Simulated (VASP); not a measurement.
# Li4Nb4O11 (a cell with a defect) in VASP: notebook

The runs below take Li4Nb4O11 (a cell with a defect) through single point, with PBEsol.

All numbers are computed with VASP 6.6.1; they aren't measurements. Logs are shortened: lines on timing, memory, paths and dates and some standing lists are left out, and cuts for length are marked.

### Step 1. The cell of the first run

The cell holds a defect, 19 atoms: a = 5.183 Å, b = 5.445 Å, c = 7.517 Å, α = 93.91°, β = 90.00°, γ = 90.00°.

### Step 2. Single point, PBEsol

INCAR reads:

```
PREC = Accurate
ENCUT = 520
EDIFF = 1E-6
ISMEAR = 0
SIGMA = 0.05
LREAL = Auto
LASPH = True
NELM = 100
ALGO = Normal
ISIF = 2
LWAVE = False
LCHARG = True
GGA = PS
LELF = True
LVHAR = True
NBANDS = 80
NELECT = 128.0
```

KPOINTS reads:

```
Automatic mesh
0
Gamma
  4 4 4
```

POSCAR reads:

```
Li4Nb4O11
1.0
    5.1825903872      0.0000000000      0.0000000000
    0.0000000000      2.9921699552     -4.5492247954
    0.0000000000      5.9843399104      4.5492247953
Li Nb O
4 4 11
Direct
    0.0000000000      0.5000000000      0.2500000000
    0.5000000000      0.0000000000      0.7500000000
    0.0000000000      0.5000000000      0.7500000000
    0.5000000000      0.0000000000      0.2500000000
    0.0000000000      0.0000000000      0.0000000000
    0.5000000000      0.5000000000      0.5000000000
    0.0000000000      0.0000000000      0.5000000000
    0.5000000000      0.5000000000      0.0000000000
    0.8795714442      0.0000000000      0.2500000000
    0.3795714442      0.5000000000      0.7500000000
    0.8102142779      0.6897857221      0.9397857221
    0.8102142779      0.3102142779      0.5602142779
    0.3102142779      0.8102142779      0.0602142779
    0.1204285558      0.0000000000      0.7500000000
    0.6204285558      0.5000000000      0.2500000000
    0.6897857221      0.8102142779      0.5602142779
    0.1897857221      0.3102142779      0.0602142779
    0.2023642844      0.2539835187      0.4397857221
    0.6897857221      0.1897857221      0.9397857221
```

Potentials or basis: VASP PAW PBE potentials, release 64 (Li_sv, Nb_sv, O).

The run is started by

```
> cat potpaw_PBE.64/Li_sv/POTCAR potpaw_PBE.64/Nb_sv/POTCAR potpaw_PBE.64/O/POTCAR > POTCAR
> mpirun -np 1 vasp_std > vasp.out
```

OUTCAR:

```text
PREC = Accurate
   ENCUT = 520
   EDIFF = 1E-6
   ISMEAR = 0
   LREAL = Auto
   LASPH = True
   NELM = 100
   ISIF = 2
   GGA = PS
   NELECT = 128.0

 ion  position               nearest neighbor table
   1  0.000  0.500  0.250-  15 1.97  17 1.97  18 2.28
   2  0.500  0.000  0.750-  14 1.97  16 1.97  19 1.97
   3  0.000  0.500  0.750-  10 1.97  11 1.97  12 1.97
   4  0.500  0.000  0.250-   9 1.97  13 1.97
   5  0.000  0.000  0.000-  13 1.98  19 1.98  14 1.98   9 1.98  17 1.98  11 1.98
   6  0.500  0.500  0.500-  12 1.98  10 1.98  15 1.98  16 1.98  18 2.07
   7  0.000  0.000  0.500-  18 1.82  16 1.98   9 1.98  14 1.98  12 1.98
   8  0.500  0.500  0.000-  11 1.98  17 1.98  15 1.98  10 1.98  13 1.98  19 1.98
   9  0.880  0.000  0.250-   4 1.97   5 1.98   7 1.98
  10  0.380  0.500  0.750-   3 1.97   6 1.98   8 1.98
  11  0.810  0.690  0.940-   3 1.97   8 1.98   5 1.98
  12  0.810  0.310  0.560-   3 1.97   6 1.98   7 1.98
  13  0.310  0.810  0.060-   4 1.97   5 1.98   8 1.98
  14  0.120  0.000  0.750-   2 1.97   5 1.98   7 1.98
  15  0.620  0.500  0.250-   1 1.97   6 1.98   8 1.98
  16  0.690  0.810  0.560-   2 1.97   7 1.98   6 1.98
  17  0.190  0.310  0.060-   1 1.97   8 1.98   5 1.98
  18  0.202  0.254  0.440-   7 1.82   6 2.07   1 2.28
  19  0.690  0.190  0.940-   2 1.97   5 1.98   8 1.98

  LATTYP: Found a simple monoclinic cell.
 ALAT       =     5.4450461228
 B/A-ratio  =     0.9517991713
 C/A-ratio  =     1.3805512169
 COS(beta)  =    -0.0681454888

  Lattice vectors:

 A1 = (   0.0000000000,   2.9921699552,  -4.5492247954)
 A2 = (  -5.1825903872,   0.0000000000,   0.0000000000)
 A3 = (   0.0000000000,   5.9843399104,   4.5492247953)

Analysis of symmetry for initial positions (statically):
=====================================================================
 Subroutine PRICEL returns:
 Original cell was already a primitive cell.

 Routine SETGRP: Setting up the symmetry group for a
 simple monoclinic supercell.

 Subroutine GETGRP returns: Found  1 space group operations
 (whereof  1 operations were pure point group operations)
 out of a pool of  4 trial point group operations.

The static configuration has the point symmetry C_1 .

Analysis of symmetry for dynamics (positions and initial velocities):
=====================================================================
 Subroutine PRICEL returns:
 Original cell was already a primitive cell.

 Routine SETGRP: Setting up the symmetry group for a
 simple monoclinic supercell.

 Subroutine GETGRP returns: Found  1 space group operations
 (whereof  1 operations were pure point group operations)
 out of a pool of  4 trial point group operations.

The dynamic configuration has the point symmetry C_1 .

 Subroutine INISYM returns: Found  1 space group operations
 (whereof  1 operations are pure point group operations),
 and found     1 'primitive' translations

----------------------------------------------------------------------------------------

                                     Primitive cell

  volume of cell :     211.6371

  direct lattice vectors                    reciprocal lattice vectors
     5.182590387  0.000000000  0.000000000     0.192953702  0.000000000  0.000000000
     0.000000000  2.992169955 -4.549224795     0.000000000  0.111401872 -0.146545114
     0.000000000  5.984339910  4.549224795     0.000000000  0.111401872  0.073272557

  length of vectors
     5.182590387  5.445046123  7.517165051     0.192953702  0.184081089  0.133338834

  position of ions in fractional coordinates (direct lattice)
     0.000000000  0.500000000  0.250000000
     0.500000000  0.000000000  0.750000000
     0.000000000  0.500000000  0.750000000
     0.500000000  0.000000000  0.250000000
     0.000000000  0.000000000  0.000000000
     0.500000000  0.500000000  0.500000000
[... 11 lines left out ...]
     0.202364284  0.253983519  0.439785722
     0.689785722  0.189785722  0.939785722

  ion indices of the primitive-cell ions
   primitive index   ion index
                 1           1
                 2           2
                 3           3
                 4           4
                 5           5
                 6           6
[... 11 lines left out ...]
                18          18
                19          19

----------------------------------------------------------------------------------------

 KPOINTS: Automatic mesh

Automatic generation of k-mesh.
 Grid dimensions read from file:
 generate k-points for:    4    4    4

 Generating k-lattice:

  Cartesian coordinates                     Fractional coordinates (reciprocal lattice)
     0.048238425  0.000000000  0.000000000     0.250000000  0.000000000  0.000000000
     0.000000000  0.027850468 -0.036636279     0.000000000  0.250000000  0.000000000
     0.000000000  0.027850468  0.018318139     0.000000000  0.000000000  0.250000000

  Length of vectors
     0.048238425  0.046020272  0.033334708

  Shift w.r.t. Gamma in fractional coordinates (k-lattice)
     0.000000000  0.000000000  0.000000000

 Subroutine IBZKPT returns following result:
 ===========================================

 Found     36 irreducible k-points:

 Following reciprocal coordinates:
            Coordinates               Weight
  0.000000  0.000000  0.000000      1.000000
  0.250000  0.000000  0.000000      2.000000
  0.500000  0.000000  0.000000      1.000000
  0.000000  0.250000  0.000000      2.000000
  0.250000  0.250000  0.000000      2.000000
  0.250000 -0.250000 -0.000000      2.000000
[... 16 lines left out ...]
  0.000000 -0.250000  0.250000      2.000000
  0.250000 -0.250000  0.250000      2.000000
 [... further k-points ...]
   k-points           NKPTS =     36   k-points in BZ     NKDIM =     36   number of bands    NBANDS=     80
   number of dos      NEDOS =    301   number of ions     NIONS =     19
   total plane-waves  NPLWV =  89600
   dimension x,y,z NGX =    40 NGY =   40 NGZ =   56
   dimension x,y,z NGXF=    80 NGYF=   80 NGZF=  112
   ions per type =               4   4  11
   NGX,Y,Z   is equivalent  to a cutoff of  12.83, 12.21, 12.38 a.u.
   NGXF,Y,Z  is equivalent  to a cutoff of  25.66, 24.43, 24.77 a.u.
 SYSTEM =  unknown system
   PREC   = accura    normal or accurate (medium, high low for compatibility)
   ISTART =      0    job   : 0-new  1-cont  2-samecut
   ICHARG =      2    charge: 1-file 2-atom 10-const
   ISPIN  =      1    spin polarized calculation?
   LNONCOLLINEAR =      F non collinear calculations
   LSORBIT =      F    spin-orbit coupling
   LASPH  =      T    aspherical Exc in radial PAW
   ENCUT  =  520.0 eV  38.22 Ry    6.18 a.u.   9.64 10.12 13.98*2*pi/ulx,y,z
   NELM   =    100;   NELMIN=  2; NELMDL= -5     # of ELM steps
   EDIFF  = 0.1E-05   stopping-criterion for ELM
   LREAL  =      T    real-space projection
   EDIFFG = 0.1E-04   stopping-criterion for IOM
   NSW    =      0    number of steps for IOM
   IBRION =     -1    ionic relax: 0-MD 1-quasi-New 2-CG
   NFREE  =      0    steps in history (QN), initial steepest desc. (CG)
   ISIF   =      2    stress and relaxation
   ISYM   =      2    0-nonsym 1-usesym 2-fastsym
   POTIM  = 0.5000    time-step for ionic-motion
   TEBEG  =    0.0;   TEEND  =   0.0 temperature during run
   PSTRESS=    0.0 pullay stress
   NELECT =     128.0000    total number of electrons
   NUPDOWN=      -1.0000    fix difference up-down
   EMIN   =  10.00;   EMAX   =-10.00  energy-range for DOS
   EFERMI =   0.00;   METHOD = LEGACY
   ISMEAR =     0;   SIGMA  =   0.05  broadening in eV -4-tet -1-fermi 0-gaus
   EFERMI_NEDOS =   21; number of points for ismear=-14 and -15
   IALGO  =     38    algorithm
   IMIX   =      4    mixing-type and parameters
     AMIX     =   0.40;   BMIX     =  1.00
     AMIX_MAG =   1.60;   BMIX_MAG =  1.00
  volume/ion in A,a.u.               =      11.14        75.17
  Fermi-wavevector in a.u.,A,eV,Ry     =   1.384462  2.616253 26.078745  1.916734
  Thomas-Fermi vector in A             =   2.508963
   LORBIT       =      0    0 simple, 1 ext, 2 COOP (PROOUT), +10 PAW based schemes
   GGA     = PS    functional components
   LHFCALC =     F    Hartree Fock is set to
   AEXX    =    0.0000 exact exchange contribution
   IVDW    =     0    specifies the selected vdW correction
   LEPSILON=     F    determine dielectric tensor
   LRPA    =     F    only Hartree local field effects (RPA)
 non-spin polarized calculation
 Gauss-broadening in eV      SIGMA  =   0.05
  energy-cutoff  :      520.00
  volume of cell :      211.64
 maximum number of plane-waves:      5740
 NGX is ok and might be reduce to    40
   NGX = 19   NGY = 21   NGZ = 27

 number of electron     127.9999971 magnetization

 Free energy of the ion-electron system (eV)
  ---------------------------------------------------
  ext. energy  EPLUGINS =         0.00000000
  ---------------------------------------------------
  free energy    TOTEN  =      -165.35516550 eV

  energy without entropy =     -165.35516550  energy(sigma->0) =     -165.35516550

 E-fermi :   4.2885     XC(G=0): -10.6767

 val. band max:        4.0510229212   @ k =   0.2500   0.0000   0.5000
 cond. band min:       4.6917462026   @ k =   0.0000   0.0000   0.5000
 fundamental gap:      0.6407232814
 Fermi energy:         4.2885326184

 k-point     1 :       0.0000    0.0000    0.0000
  band No.  band energies     occupation
      1     -51.6233      2.00000
      2     -51.4544      2.00000
      3     -50.2337      2.00000
      4     -50.2076      2.00000
      5     -38.8450      2.00000
      6     -38.7774      2.00000
[... 68 lines left out ...]
     75       8.7266      0.00000
     76       8.8106      0.00000

 k-point     2 :       0.2500    0.0000    0.0000
  band No.  band energies     occupation
      1     -51.6232      2.00000
      2     -51.4544      2.00000
      3     -50.2331      2.00000
      4     -50.2082      2.00000
      5     -38.8450      2.00000
      6     -38.7774      2.00000
[... 68 lines left out ...]
     75       8.6962      0.00000
     76       8.9283      0.00000

 k-point     3 :       0.5000    0.0000    0.0000
  band No.  band energies     occupation
      1     -51.6231      2.00000
      2     -51.4545      2.00000
      3     -50.2325      2.00000
      4     -50.2088      2.00000
      5     -38.8450      2.00000
      6     -38.7774      2.00000
[... 1648 lines left out ...]
     75       8.7211      0.00000
     76       8.8635      0.00000

 k-point    24 :       0.2500   -0.2500    0.2500
  band No.  band energies     occupation
      1     -51.6232      2.00000
      2     -51.4544      2.00000
      3     -50.2328      2.00000
      4     -50.2085      2.00000
      5     -38.8450      2.00000
      6     -38.7774      2.00000
[... 68 lines left out ...]
     75       8.4480      0.00000
     76       8.6377      0.00000

 [... further k-points ...]

 [bands above 76 left out]

------------------------ aborting loop because EDIFF is reached ----------------------------------------

  FORCE on cell =-STRESS in cart. coord.  units (eV):
  Direction    XX          YY          ZZ          XY          YZ          ZX
  --------------------------------------------------------------------------------------
  -------------------------------------------------------------------------------------
  Total      -20.1454839    -20.9123370    -23.5570502     -0.8892532     -0.9572725     -2.3160484
  in kB     -152.5093572   -158.3147418   -178.3362764     -6.7320016     -7.2469347    -17.5334108
  external PRESSURE =    -163.0534585 kB  Pullay stress =       0.0000000 kB

 VOLUME and BASIS-vectors are now :
 -----------------------------------------------------------------------------
  energy-cutoff  :      520.00
  volume of cell :      211.64
      direct lattice vectors                 reciprocal lattice vectors
     5.182590387  0.000000000  0.000000000     0.192953702  0.000000000  0.000000000
     0.000000000  2.992169955 -4.549224795     0.000000000  0.111401872 -0.146545114
     0.000000000  5.984339910  4.549224795     0.000000000  0.111401872  0.073272557

 POSITION                                       TOTAL-FORCE (eV/Angst)
 -----------------------------------------------------------------------------------
      0.00000      2.99217     -1.13731        -0.294739     -1.105908     -0.063564
      2.59130      4.48825      3.41192         0.156148      0.592851      0.384674
      0.00000      5.98434      1.13731        -0.137963      0.527482      0.563867
      2.59130      1.49608      1.13731         0.272054     -0.549113     -0.658038
      0.00000      0.00000      0.00000        -0.385241      0.114936     -0.060106
      2.59130      4.48825     -0.00000         3.776707      0.115226      2.780696
[... 11 lines left out ...]
      1.04877      3.39179      0.84526         4.178100      0.542553     -2.406688
      3.57488      6.19187      3.41192         0.131298      0.136866     -0.074078
 -----------------------------------------------------------------------------------
    total drift:                               -0.001871     -0.002455     -0.001828

  FREE ENERGIE OF THE ION-ELECTRON SYSTEM (eV)
  ---------------------------------------------------
  free  energy   TOTEN  =      -165.3551654962 eV

  energy  without entropy=     -165.3551654962  energy(sigma->0) =     -165.35516550
```

Wall time 15 min (1 thread of Intel Xeon Platinum 8259CL at 2.50GHz (Skylake/Cascade Lake), shared host); peak memory 0.52 GiB.

What came out:

```
Free energy   : -165.3552 eV
Largest force : 4.852 eV/Å
```

Forces on the atoms (eV/Å):
```
Li  -0.295 -1.106 -0.064
Li   0.156  0.593  0.385
Li  -0.138  0.527  0.564
Li   0.272 -0.549 -0.658
Nb  -0.385  0.115 -0.060
Nb   3.777  0.115  2.781
Nb  -2.938  1.835 -0.908
Nb   0.148 -0.503 -0.146
O    0.281  0.608  1.878
O   -0.066 -1.694 -1.615
O   -0.125  0.081  0.002
O   -3.178  0.255 -0.351
O   -0.023  0.311  0.320
O    0.215 -2.299 -0.966
O   -0.916  1.790  1.324
O   -1.173 -0.776 -0.087
O    0.078  0.019  0.081
O    4.178  0.543 -2.407
O    0.131  0.137 -0.074
```

Caveat: the cell carries a net charge on a neutralising background, which shifts energy and pressure; the cell differs from its parent crystal (atoms taken out, atom 18 moved 0.833 of the way to it and -0.467 Å across, host rigid); the cell is charged against a uniform background, so pressure and absolute levels hang on convention; the cutoff is under 1.25 times the usual one of these potentials, so pressure, stress and relaxed cells hold a basis-set (Pulay) error; the PAW data sets were made with another functional, which shifts forces and pressure a little.

(Continued in part 2 of 2.)
